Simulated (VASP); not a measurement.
# Ti in VASP: further runs

Runs on Ti. Level: PBE. Tasks: single point.

Everything below comes from runs of VASP 6.6.1. Logs are shortened: lines on timing, memory, paths and dates and some standing lists are left out, and cuts for length are marked.

## Step 1: The cell of the first run

The cell holds a slab with vacuum, 7 atoms: a = 2.938 Å, b = 2.938 Å, c = 28.952 Å, α = 90.00°, β = 90.00°, γ = 120.00°.

## Step 2: Single point, PBE

INCAR

```
PREC = Accurate ; ENCUT = 520
EDIFF = 1E-6 ; ISMEAR = 0
SIGMA = 0.01 ; LREAL = False
LASPH = True ; NELM = 100
ALGO = Normal ; ISIF = 2
LWAVE = False ; LCHARG = False
LDIPOL = True ; IDIPOL = 3
DIPOL = 0.5 0.5 0.500 ; GGA = PE
NBANDS = 51
```

KPOINTS

```
Automatic mesh
0
Gamma
  12 12 1
```

POSCAR

```
Ti
1.0
    2.9384580613      0.0000000000      0.0000000000
   -1.4692290307      2.5447793291      0.0000000000
    0.0000000000      0.0000000000     28.9519020424
Ti
7
Direct
    0.6666666667      0.3333333333      0.2590503377
    0.3333333333      0.6666666667      0.3393668918
    0.6666666667      0.3333333333      0.4196834459
    0.3333333333      0.6666666667      0.5000000000
    0.6666666667      0.3333333333      0.5803165541
    0.3333333333      0.6666666667      0.6606331082
    0.6666666667      0.3333333333      0.7409496623
```

Potentials or basis: VASP PAW PBE potentials, release 64 (Ti_sv).

Launch:

```console
$ cat potpaw_PBE.64/Ti_sv/POTCAR > POTCAR
$ mpirun -np 1 vasp_std > vasp.out
```

OUTCAR:

```text
PREC = Accurate
   ENCUT = 520
   EDIFF = 1E-6
   ISMEAR = 0
   LREAL = False
   LASPH = True
   NELM = 100
   ISIF = 2
   GGA = PE

 ion  position               nearest neighbor table
   1  0.667  0.333  0.259-   2 2.88   2 2.88   2 2.88
   2  0.333  0.667  0.339-   1 2.88   3 2.88   1 2.88   3 2.88   1 2.88   3 2.88
   3  0.667  0.333  0.420-   2 2.88   4 2.88   2 2.88   4 2.88   2 2.88   4 2.88
   4  0.333  0.667  0.500-   3 2.88   5 2.88   3 2.88   5 2.88   3 2.88   5 2.88
   5  0.667  0.333  0.580-   4 2.88   6 2.88   4 2.88   6 2.88   4 2.88   6 2.88
   6  0.333  0.667  0.661-   7 2.88   5 2.88   7 2.88   5 2.88   7 2.88   5 2.88
   7  0.667  0.333  0.741-   6 2.88   6 2.88   6 2.88

  LATTYP: Found a hexagonal cell.
 ALAT       =     2.9384580613
 C/A-ratio  =     9.8527531918

  Lattice vectors:

 A1 = (   2.9384580613,   0.0000000000,   0.0000000000)
 A2 = (  -1.4692290307,   2.5447793291,   0.0000000000)
 A3 = (   0.0000000000,   0.0000000000,  28.9519020424)

Analysis of symmetry for initial positions (statically):
=====================================================================
 Subroutine PRICEL returns:
 Original cell was already a primitive cell.

 Routine SETGRP: Setting up the symmetry group for a
 hexagonal supercell.

 Subroutine GETGRP returns: Found 12 space group operations
 (whereof 12 operations were pure point group operations)
 out of a pool of 24 trial point group operations.

The static configuration has the point symmetry D_3h.

Analysis of symmetry for dynamics (positions and initial velocities):
=====================================================================
 Subroutine PRICEL returns:
 Original cell was already a primitive cell.

 Routine SETGRP: Setting up the symmetry group for a
 hexagonal supercell.

 Subroutine GETGRP returns: Found 12 space group operations
 (whereof 12 operations were pure point group operations)
 out of a pool of 24 trial point group operations.

The dynamic configuration has the point symmetry D_3h.

 Subroutine INISYM returns: Found 12 space group operations
 (whereof 12 operations are pure point group operations),
 and found     1 'primitive' translations

----------------------------------------------------------------------------------------

                                     Primitive cell

  volume of cell :     216.4944

  direct lattice vectors                    reciprocal lattice vectors
     2.938458061  0.000000000  0.000000000     0.340314539  0.196480691  0.000000000
    -1.469229031  2.544779329  0.000000000     0.000000000  0.392961381  0.000000000
     0.000000000  0.000000000 28.951902042     0.000000000  0.000000000  0.034540045

  length of vectors
     2.938458061  2.938458061 28.951902042     0.392961381  0.392961381  0.034540045

  position of ions in fractional coordinates (direct lattice)
     0.666666667  0.333333333  0.259050338
     0.333333333  0.666666667  0.339366892
     0.666666667  0.333333333  0.419683446
     0.333333333  0.666666667  0.500000000
     0.666666667  0.333333333  0.580316554
     0.333333333  0.666666667  0.660633108
     0.666666667  0.333333333  0.740949662

  ion indices of the primitive-cell ions
   primitive index   ion index
                 1           1
                 2           2
                 3           3
                 4           4
                 5           5
                 6           6
                 7           7

----------------------------------------------------------------------------------------

 KPOINTS: Automatic mesh

Automatic generation of k-mesh.
 Grid dimensions read from file:
 generate k-points for:   12   12    1

 Generating k-lattice:

  Cartesian coordinates                     Fractional coordinates (reciprocal lattice)
     0.028359545  0.016373391  0.000000000     0.083333333  0.000000000  0.000000000
     0.000000000  0.032746782  0.000000000     0.000000000  0.083333333  0.000000000
     0.000000000  0.000000000  0.034540045     0.000000000  0.000000000  1.000000000

  Length of vectors
     0.032746782  0.032746782  0.034540045

  Shift w.r.t. Gamma in fractional coordinates (k-lattice)
     0.000000000  0.000000000  0.000000000

 Subroutine IBZKPT returns following result:
 ===========================================

 Found     19 irreducible k-points:

 Following reciprocal coordinates:
            Coordinates               Weight
  0.000000  0.000000  0.000000      1.000000
  0.083333 -0.000000  0.000000      6.000000
  0.166667  0.000000  0.000000      6.000000
  0.250000  0.000000  0.000000      6.000000
  0.333333  0.000000  0.000000      6.000000
  0.416667  0.000000  0.000000      6.000000
[... 11 lines left out ...]
  0.333333  0.250000  0.000000     12.000000
  0.333333  0.333333  0.000000      2.000000
   k-points           NKPTS =     19   k-points in BZ     NKDIM =     19   number of bands    NBANDS=     51
   number of dos      NEDOS =    301   number of ions     NIONS =      7
   total plane-waves  NPLWV = 124416
   dimension x,y,z NGX =    24 NGY =   24 NGZ =  216
   dimension x,y,z NGXF=    48 NGYF=   48 NGZF=  432
   ions per type =               7
   NGX,Y,Z   is equivalent  to a cutoff of  13.58, 13.58, 12.40 a.u.
   NGXF,Y,Z  is equivalent  to a cutoff of  27.16, 27.16, 24.81 a.u.
 SYSTEM =  unknown system
   PREC   = accura    normal or accurate (medium, high low for compatibility)
   ISTART =      0    job   : 0-new  1-cont  2-samecut
   ICHARG =      2    charge: 1-file 2-atom 10-const
   ISPIN  =      1    spin polarized calculation?
   LNONCOLLINEAR =      F non collinear calculations
   LSORBIT =      F    spin-orbit coupling
   LASPH  =      T    aspherical Exc in radial PAW
   ENCUT  =  520.0 eV  38.22 Ry    6.18 a.u.   5.46  5.46 53.83*2*pi/ulx,y,z
   NELM   =    100;   NELMIN=  2; NELMDL= -5     # of ELM steps
   EDIFF  = 0.1E-05   stopping-criterion for ELM
   LREAL  =      F    real-space projection
   EDIFFG = 0.1E-04   stopping-criterion for IOM
   NSW    =      0    number of steps for IOM
   IBRION =     -1    ionic relax: 0-MD 1-quasi-New 2-CG
   NFREE  =      0    steps in history (QN), initial steepest desc. (CG)
   ISIF   =      2    stress and relaxation
   ISYM   =      2    0-nonsym 1-usesym 2-fastsym
   POTIM  = 0.5000    time-step for ionic-motion
   TEBEG  =    0.0;   TEEND  =   0.0 temperature during run
   PSTRESS=    0.0 pullay stress
   NELECT =      84.0000    total number of electrons
   NUPDOWN=      -1.0000    fix difference up-down
   EMIN   =  10.00;   EMAX   =-10.00  energy-range for DOS
   EFERMI =   0.00;   METHOD = LEGACY
   ISMEAR =     0;   SIGMA  =   0.01  broadening in eV -4-tet -1-fermi 0-gaus
   EFERMI_NEDOS =   21; number of points for ismear=-14 and -15
   IALGO  =     38    algorithm
   IMIX   =      4    mixing-type and parameters
     AMIX     =   0.40;   BMIX     =  1.00
     AMIX_MAG =   1.60;   BMIX_MAG =  1.00
  volume/ion in A,a.u.               =      30.93       208.71
  Fermi-wavevector in a.u.,A,eV,Ry     =   1.194040  2.256409 19.398268  1.425732
  Thomas-Fermi vector in A             =   2.330040
   LORBIT       =      0    0 simple, 1 ext, 2 COOP (PROOUT), +10 PAW based schemes
   GGA     = PE    functional components
   LHFCALC =     F    Hartree Fock is set to
   AEXX    =    0.0000 exact exchange contribution
   IVDW    =     0    specifies the selected vdW correction
   LEPSILON=     F    determine dielectric tensor
   LRPA    =     F    only Hartree local field effects (RPA)
 non-spin polarized calculation
 Gauss-broadening in eV      SIGMA  =   0.01
  energy-cutoff  :      520.00
  volume of cell :      216.49
 maximum number of plane-waves:      5935
 NGX is ok and might be reduce to    24
   NGX = 11   NGY = 11   NGZ =107

 dipolmoment           0.000000      0.000000      0.000000 electrons x Angstroem

 number of electron      83.9999987 magnetization

 dipolmoment           0.000000      0.000000     -0.000000 electrons x Angstroem

 Free energy of the ion-electron system (eV)
  ---------------------------------------------------
  ext. energy  EPLUGINS =         0.00000000
  ---------------------------------------------------
  free energy    TOTEN  =       -52.90515243 eV

  energy without entropy =      -52.90433812  energy(sigma->0) =      -52.90474528

 E-fermi :   2.8407     XC(G=0):  -7.1933

 val. band max:        2.8347927822   @ k =   0.1667   0.0833   0.0000
 cond. band min:       2.8453496259   @ k =   0.0833   0.0833   0.0000
 fundamental gap:      0.0105568437
 Fermi energy:         2.8406980597

 k-point     1 :       0.0000    0.0000    0.0000
  band No.  band energies     occupation
      1     -54.1097      2.00000
      2     -54.1097      2.00000
      3     -54.0089      2.00000
      4     -53.9539      2.00000
      5     -53.9259      2.00000
      6     -53.8779      2.00000
[... 43 lines left out ...]
     50       3.6107      0.00000
     51       3.6787      0.00000

 k-point     2 :       0.0833   -0.0000    0.0000
  band No.  band energies     occupation
      1     -54.1047      2.00000
      2     -54.1047      2.00000
      3     -54.0027      2.00000
      4     -53.9484      2.00000
      5     -53.9215      2.00000
      6     -53.8743      2.00000
[... 43 lines left out ...]
     50       3.7144      0.00000
     51       3.7403      0.00000

 k-point     3 :       0.1667    0.0000    0.0000
  band No.  band energies     occupation
      1     -54.0909      2.00000
      2     -54.0909      2.00000
      3     -53.9854      2.00000
      4     -53.9332      2.00000
      5     -53.9094      2.00000
      6     -53.8646      2.00000
[... 853 lines left out ...]
     50       3.3151      0.00000
     51       4.2283      0.00000

 k-point    19 :       0.3333    0.3333    0.0000
  band No.  band energies     occupation
      1     -54.0248      2.00000
      2     -54.0248      2.00000
      3     -53.8938      2.00000
      4     -53.8536      2.00000
      5     -53.8536      2.00000
      6     -53.8241      2.00000
[... 43 lines left out ...]
     50       3.1439      0.00000
     51       4.3449      0.00000

------------------------ aborting loop because EDIFF is reached ----------------------------------------

 vacuum level on the upper side and lower side of the slab       (xc-potential included)        -0.209        -0.209

  FORCE on cell =-STRESS in cart. coord.  units (eV):
  Direction    XX          YY          ZZ          XY          YZ          ZX
  --------------------------------------------------------------------------------------
  -------------------------------------------------------------------------------------
  Total       -1.9042745     -1.9042745     -2.2112123      0.0000000     -0.0000000      0.0000000
  in kB      -14.0926741    -14.0926741    -16.3641820      0.0000000     -0.0000000      0.0000000
  external PRESSURE =     -14.8498434 kB  Pullay stress =       0.0000000 kB

 VOLUME and BASIS-vectors are now :
 -----------------------------------------------------------------------------
  energy-cutoff  :      520.00
  volume of cell :      216.49
      direct lattice vectors                 reciprocal lattice vectors
     2.938458061  0.000000000  0.000000000     0.340314539  0.196480691  0.000000000
    -1.469229031  2.544779329  0.000000000     0.000000000  0.392961381  0.000000000
     0.000000000  0.000000000 28.951902042     0.000000000  0.000000000  0.034540045

 POSITION                                       TOTAL-FORCE (eV/Angst)
 -----------------------------------------------------------------------------------
      1.46923      0.84826      7.50000         0.000000      0.000000      0.569759
     -0.00000      1.69652      9.82532        -0.000000     -0.000000     -0.671695
      1.46923      0.84826     12.15063        -0.000000     -0.000000      0.100333
     -0.00000      1.69652     14.47595         0.000000     -0.000000      0.000000
      1.46923      0.84826     16.80127        -0.000000     -0.000000     -0.100333
     -0.00000      1.69652     19.12659        -0.000000      0.000000      0.671695
      1.46923      0.84826     21.45190        -0.000000      0.000000     -0.569759
 -----------------------------------------------------------------------------------
    total drift:                               -0.000000      0.000000     -0.000000

  FREE ENERGIE OF THE ION-ELECTRON SYSTEM (eV)
  ---------------------------------------------------
  free  energy   TOTEN  =       -52.9051524342 eV

  energy  without entropy=      -52.9043381167  energy(sigma->0) =      -52.90474528

 vacuum level on the upper side and lower side of the slab         7.133         7.133
```

It took 13 min on 1 thread of Intel Xeon 8259CL, shared host; peak memory 0.42 GiB.

What came out:

| Item | Value |
| --- | --- |
| Free energy | -52.9052 eV |
| Largest force | 0.672 eV/Å |
| Band gap on the k mesh | zero (bands 42 and 43 overlap by 0.99 eV) |

Forces on the atoms (eV/Å):
```
Ti   0.000  0.000  0.570
Ti   0.000  0.000 -0.672
Ti   0.000  0.000  0.100
Ti   0.000  0.000  0.000
Ti   0.000  0.000 -0.100
Ti   0.000  0.000  0.672
Ti   0.000  0.000 -0.570
```

(Part 1 of 2 ends here.)
